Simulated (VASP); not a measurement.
# LiC18 in VASP: further runs

The runs below take LiC18 through single point, with LDA.

Everything below comes from runs of VASP 6.6.1. Logs are shortened: lines on timing, memory, paths and dates and some standing lists are left out, and cuts for length are marked.

## (1) The cell of the first run

The cell holds a slab with vacuum, 19 atoms: a = 7.398 Å, b = 7.398 Å, c = 12.000 Å, α = 90.00°, β = 90.00°, γ = 120.00°.

## (2) Single point, LDA, collinear spin

INCAR reads:

```
  PREC = Accurate
  ENCUT = 520
  EDIFF = 1E-6
  ISMEAR = -1
  SIGMA = 0.05
  LREAL = Auto
  LASPH = True
  NELM = 150
  ALGO = Normal
  ISIF = 2
  LWAVE = False
  LCHARG = False
  ISPIN = 2
  MAGMOM = 0 0 0 0 0 0 0 0 0 0 0 0 0 0 0 0 0 0 1
  LORBIT = 11
  GGA = CA
  NBANDS = 56
```

KPOINTS reads:

```
Automatic mesh
0
Gamma
  2 2 1
```

POSCAR reads:

```
LiC18
1.0
    7.3980000000      0.0000000000      0.0000000000
   -3.6990000000      6.4068560000      0.0000000000
    0.0000000000      0.0000000000     12.0000000000
C Li
18 1
Direct
    0.0075938526      0.0090746192      0.0854469908
    0.2298040770      0.1201809051      0.0854488360
    0.0070282040      0.3412902992      0.0844692403
    0.2303622118      0.4529588808      0.0844713463
    0.0070299354      0.6762921044      0.0844728305
    0.2303631818      0.7879590770      0.0844789961
    0.3414065153      0.0100463853      0.0855055819
    0.5631425861      0.1201784239      0.0854500430
    0.3414090063      0.3419185765      0.0854996380
    0.5631452176      0.4535229444      0.0854466229
    0.3420291061      0.6762925733      0.0844779466
    0.5641168242      0.7873365084      0.0855053384
    0.6742480266      0.0090728939      0.0854498700
    0.8959849549      0.1192024616      0.0855008410
    0.6732744220      0.3419153754      0.0855002445
    0.8953621520      0.4529580846      0.0844692186
    0.6742506147      0.6757326526      0.0854488649
    0.8959885415      0.7873380213      0.0855009368
    0.1186696702      0.5645972131      0.2199560138
```

Potentials or basis: VASP PAW LDA potentials, release 64 (C, Li_sv).

On the command line:

```bash
> cat potpaw_LDA.64/C/POTCAR potpaw_LDA.64/Li_sv/POTCAR > POTCAR
> mpirun -np 1 vasp_std > vasp.out
```

OUTCAR:

```text
PREC = Accurate
   ENCUT = 520
   EDIFF = 1E-6
   ISMEAR = -1
   LREAL = Auto
   LASPH = True
   NELM = 150
   ISIF = 2
   ISPIN = 2
   LORBIT = 11
   GGA = CA

 ion  position               nearest neighbor table
   1  0.008  0.009  0.085-  18 1.42  14 1.42   2 1.42
   2  0.230  0.120  0.085-   7 1.42   9 1.42   1 1.42
   3  0.007  0.341  0.084-  14 1.42  16 1.43   4 1.43  19 2.17
   4  0.230  0.453  0.084-   9 1.42  11 1.43   3 1.43  19 2.17
   5  0.007  0.676  0.084-  18 1.42   6 1.43  16 1.43  19 2.17
   6  0.230  0.788  0.084-   7 1.42  11 1.43   5 1.43  19 2.17
   7  0.341  0.010  0.086-   8 1.42   2 1.42   6 1.42
   8  0.563  0.120  0.085-   7 1.42  15 1.42  13 1.42
   9  0.341  0.342  0.085-  10 1.42   2 1.42   4 1.42
  10  0.563  0.454  0.085-   9 1.42  15 1.42  17 1.42
  11  0.342  0.676  0.084-  12 1.42   6 1.43   4 1.43  19 2.17
  12  0.564  0.787  0.086-  13 1.42  17 1.42  11 1.42
  13  0.674  0.009  0.085-  12 1.42  14 1.42   8 1.42
  14  0.896  0.119  0.086-   1 1.42  13 1.42   3 1.42
  15  0.673  0.342  0.086-  10 1.42   8 1.42  16 1.42
  16  0.895  0.453  0.084-  15 1.42   3 1.43   5 1.43  19 2.17
  17  0.674  0.676  0.085-  12 1.42  18 1.42  10 1.42
  18  0.896  0.787  0.086-   1 1.42  17 1.42   5 1.42
  19  0.119  0.565  0.220-   3 2.17  16 2.17   4 2.17   5 2.17  11 2.17   6 2.17

  LATTYP: Found a hexagonal cell.
 ALAT       =     7.3980000000
 C/A-ratio  =     1.6220600162

  Lattice vectors:

 A1 = (   7.3980000000,   0.0000000000,   0.0000000000)
 A2 = (  -3.6990000000,   6.4068560000,   0.0000000000)
 A3 = (   0.0000000000,   0.0000000000,  12.0000000000)

Analysis of symmetry for initial positions (statically):
=====================================================================
 Subroutine PRICEL returns:
 Original cell was already a primitive cell.

 Routine SETGRP: Setting up the symmetry group for a
 hexagonal supercell.

 Subroutine GETGRP returns: Found  2 space group operations
 (whereof  1 operations were pure point group operations)
 out of a pool of 24 trial point group operations.

The static configuration has the point symmetry C_1 .
 The point group associated with its full space group is C_1h.

Analysis of symmetry for dynamics (positions and initial velocities):
=====================================================================
 Subroutine PRICEL returns:
 Original cell was already a primitive cell.

 Routine SETGRP: Setting up the symmetry group for a
 hexagonal supercell.

 Subroutine GETGRP returns: Found  2 space group operations
 (whereof  1 operations were pure point group operations)
 out of a pool of 24 trial point group operations.

The dynamic configuration has the point symmetry C_1 .
 The point group associated with its full space group is C_1h.

Analysis of structural, dynamic, and magnetic symmetry:
=====================================================================
 Subroutine PRICEL returns:
 Original cell was already a primitive cell.

 Routine SETGRP: Setting up the symmetry group for a
 hexagonal supercell.

 Subroutine GETGRP returns: Found  2 space group operations
 (whereof  1 operations were pure point group operations)
 out of a pool of 24 trial point group operations.

The overall configuration has the point symmetry C_1 .
 The point group associated with its full space group is C_1h.

 Subroutine INISYM returns: Found  2 space group operations
 (whereof  1 operations are pure point group operations),
 and found     1 'primitive' translations

----------------------------------------------------------------------------------------

                                     Primitive cell

  volume of cell :     568.7750

  direct lattice vectors                    reciprocal lattice vectors
     7.398000000  0.000000000  0.000000000     0.135171668  0.078041398  0.000000000
    -3.699000000  6.406856000  0.000000000     0.000000000  0.156082796  0.000000000
     0.000000000  0.000000000 12.000000000     0.000000000  0.000000000  0.083333333

[... 78 lines left out ...]
   number of dos      NEDOS =    301   number of ions     NIONS =     19
   total plane-waves  NPLWV = 282240
   dimension x,y,z NGX =    56 NGY =   56 NGZ =   90
   dimension x,y,z NGXF=   112 NGYF=  112 NGZF=  180
   ions per type =              18   1
   NGX,Y,Z   is equivalent  to a cutoff of  12.58, 12.58, 12.47 a.u.
   NGXF,Y,Z  is equivalent  to a cutoff of  25.17, 25.17, 24.94 a.u.
 SYSTEM =  unknown system
   PREC   = accura    normal or accurate (medium, high low for compatibility)
   ISTART =      0    job   : 0-new  1-cont  2-samecut
   ICHARG =      2    charge: 1-file 2-atom 10-const
   ISPIN  =      2    spin polarized calculation?
   LNONCOLLINEAR =      F non collinear calculations
   LSORBIT =      F    spin-orbit coupling
   LASPH  =      T    aspherical Exc in radial PAW
   ENCUT  =  520.0 eV  38.22 Ry    6.18 a.u.  13.76 13.76 22.31*2*pi/ulx,y,z
   NELM   =    150;   NELMIN=  2; NELMDL= -5     # of ELM steps
   EDIFF  = 0.1E-05   stopping-criterion for ELM
   LREAL  =      T    real-space projection
   EDIFFG = 0.1E-04   stopping-criterion for IOM
   NSW    =      0    number of steps for IOM
   IBRION =     -1    ionic relax: 0-MD 1-quasi-New 2-CG
   NFREE  =      0    steps in history (QN), initial steepest desc. (CG)
   ISIF   =      2    stress and relaxation
   ISYM   =      2    0-nonsym 1-usesym 2-fastsym
   POTIM  = 0.5000    time-step for ionic-motion
   TEBEG  =    0.0;   TEEND  =   0.0 temperature during run
   PSTRESS=    0.0 pullay stress
   NELECT =      75.0000    total number of electrons
   NUPDOWN=      -1.0000    fix difference up-down
   EMIN   =  10.00;   EMAX   =-10.00  energy-range for DOS
   EFERMI =   0.00;   METHOD = LEGACY
   ISMEAR =    -1;   SIGMA  =   0.05  broadening in eV -4-tet -1-fermi 0-gaus
   EFERMI_NEDOS =   21; number of points for ismear=-14 and -15
   IALGO  =     38    algorithm
   IMIX   =      4    mixing-type and parameters
     AMIX     =   0.40;   BMIX     =  1.00
     AMIX_MAG =   1.60;   BMIX_MAG =  1.00
  volume/ion in A,a.u.               =      29.94       202.01
  Fermi-wavevector in a.u.,A,eV,Ry     =   0.833262  1.574637  9.446880  0.694326
  Thomas-Fermi vector in A             =   1.946457
   LORBIT       =     11    0 simple, 1 ext, 2 COOP (PROOUT), +10 PAW based schemes
   GGA     = CA    functional components
   LHFCALC =     F    Hartree Fock is set to
   AEXX    =    0.0000 exact exchange contribution
   IVDW    =     0    specifies the selected vdW correction
   LEPSILON=     F    determine dielectric tensor
   LRPA    =     F    only Hartree local field effects (RPA)
 spin polarized calculation
  energy-cutoff  :      520.00
  volume of cell :      568.78
 maximum number of plane-waves:     15363
 NGX is ok and might be reduce to    56
   NGX = 27   NGY = 27   NGZ = 45

 number of electron      75.0000004 magnetization      -0.0000158

 number of electron      75.0000004 magnetization       0.0000180

 Free energy of the ion-electron system (eV)
  ---------------------------------------------------
  ext. energy  EPLUGINS =         0.00000000
  ---------------------------------------------------
  free energy    TOTEN  =      -183.66885887 eV

  energy without entropy =     -183.66885848  energy(sigma->0) =     -183.66885867

 E-fermi :  -0.4204     XC(G=0):  -3.7688

 val. band max:       -1.1861787899   @ k =   0.0000   0.0000   0.0000
 cond. band min:       0.3624629131   @ k =   0.5000   0.0000   0.0000
 fundamental gap:      1.5486417030
 Fermi energy:        -0.4204161878

 spin component 1

 k-point     1 :       0.0000    0.0000    0.0000
  band No.  band energies     occupation
      1     -48.2372      1.00000
      2     -20.4423      1.00000
      3     -18.0472      1.00000
      4     -17.9246      1.00000
      5     -17.9245      1.00000
      6     -17.7402      1.00000
[... 145 lines left out ...]
     48       3.9256      0.00000
     49       4.1334      0.00000
 Fermi energy:        -0.4204161878

 spin component 2

 k-point     1 :       0.0000    0.0000    0.0000
  band No.  band energies     occupation
      1     -48.2372      1.00000
      2     -20.4423      1.00000
      3     -18.0472      1.00000
      4     -17.9246      1.00000
      5     -17.9245      1.00000
      6     -17.7402      1.00000
[... 145 lines left out ...]
     48       3.9255      0.00000
     49       4.1342      0.00000
 [bands above 49 left out]

------------------------ aborting loop because EDIFF is reached ----------------------------------------

  FORCE on cell =-STRESS in cart. coord.  units (eV):
  Direction    XX          YY          ZZ          XY          YZ          ZX
  --------------------------------------------------------------------------------------
  -------------------------------------------------------------------------------------
  Total       -4.8429112     -4.8391365     -0.2022542      0.0032691     -0.0056039     -0.0032354
  in kB      -13.6419531    -13.6313201     -0.5697280      0.0092087     -0.0157857     -0.0091138
  external PRESSURE =      -9.2810004 kB  Pullay stress =       0.0000000 kB

 VOLUME and BASIS-vectors are now :
 -----------------------------------------------------------------------------
  energy-cutoff  :      520.00
  volume of cell :      568.78
      direct lattice vectors                 reciprocal lattice vectors
     7.398000000  0.000000000  0.000000000     0.135171668  0.078041398  0.000000000
    -3.699000000  6.406856000  0.000000000     0.000000000  0.156082796  0.000000000
     0.000000000  0.000000000 12.000000000     0.000000000  0.000000000  0.083333333

 POSITION                                       TOTAL-FORCE (eV/Angst)
 -----------------------------------------------------------------------------------
      0.02261      0.05814      1.02536         0.005969     -0.000408     -0.000008
      1.25554      0.76998      1.02539         0.000273      0.001835     -0.001817
     -1.21044      2.18660      1.01363        -0.002685     -0.009707     -0.000829
      0.02872      2.90204      1.01366         0.006764      0.000905     -0.000257
     -2.44960      4.33291      1.01367        -0.002598      0.006310     -0.000257
     -1.21043      5.04834      1.01375         0.003394      0.001179     -0.003469
[... 11 lines left out ...]
      3.71616      5.04436      1.02601        -0.002478     -0.000167     -0.002753
     -1.21053      3.61729      2.63947         0.000659      0.001141      0.017030
 -----------------------------------------------------------------------------------
    total drift:                                0.033159     -0.025593     -0.048920

  FREE ENERGIE OF THE ION-ELECTRON SYSTEM (eV)
  ---------------------------------------------------
  free  energy   TOTEN  =      -183.6688588706 eV

  energy  without entropy=     -183.6688584765  energy(sigma->0) =     -183.66885867

 total charge

# of ion       s       p       d       tot
------------------------------------------
    1        0.852   1.800   0.000   2.652
    2        0.852   1.800   0.000   2.652
    3        0.849   1.804   0.000   2.652
    4        0.849   1.804   0.000   2.652
    5        0.849   1.804   0.000   2.652
    6        0.849   1.804   0.000   2.652
[... 11 lines left out ...]
   18        0.851   1.804   0.000   2.655
   19        2.010   0.079   0.000   2.090
--------------------------------------------------
tot         17.318  32.526   0.000  49.844

 magnetization (x)

# of ion       s       p       d       tot
------------------------------------------
    1        0.000  -0.000   0.000  -0.000
    2        0.000  -0.000   0.000  -0.000
    3       -0.000  -0.000   0.000  -0.000
    4       -0.000  -0.000   0.000  -0.000
    5       -0.000  -0.000   0.000  -0.000
    6       -0.000  -0.000   0.000  -0.000
[... 11 lines left out ...]
   18       -0.000  -0.000   0.000  -0.000
   19        0.000  -0.000   0.000   0.000
--------------------------------------------------
tot          0.000  -0.000   0.000  -0.000
```

It took 13 min on 1 thread of Intel Xeon 8259CL, shared host; peak memory 0.55 GiB.

What came out:

| Property | Result |
| --- | --- |
| Free energy | -183.6689 eV |
| Largest force | 0.017 eV/Å |
| Net moment | 0.00 μB per cell |
| Valence electrons inside the program's atomic spheres | C 2.65; Li 2.09 |

Forces in eV/Å, atoms in the order of the input:
```
C    0.006  0.000  0.000
C    0.000  0.002 -0.002
C   -0.003 -0.010 -0.001
C    0.007  0.001  0.000
C   -0.003  0.006  0.000
C    0.003  0.001 -0.003
C   -0.003 -0.005  0.000
C    0.007  0.004  0.000
C    0.001 -0.002 -0.003
C   -0.003  0.005  0.000
C   -0.001  0.004 -0.003
C   -0.003 -0.005  0.000
C    0.000  0.008  0.000
C   -0.005  0.001  0.001
C    0.003 -0.004  0.001
C   -0.007 -0.007 -0.001
C    0.001  0.001 -0.002
C   -0.002  0.000 -0.003
Li   0.001  0.001  0.017
```

Caveat: the k points lie up to 0.49 Å⁻¹ apart; the cutoff is under 1.25 times the usual one of these potentials, so pressure, stress and relaxed cells hold a basis-set (Pulay) error.

(Continued in part 2 of 2.)
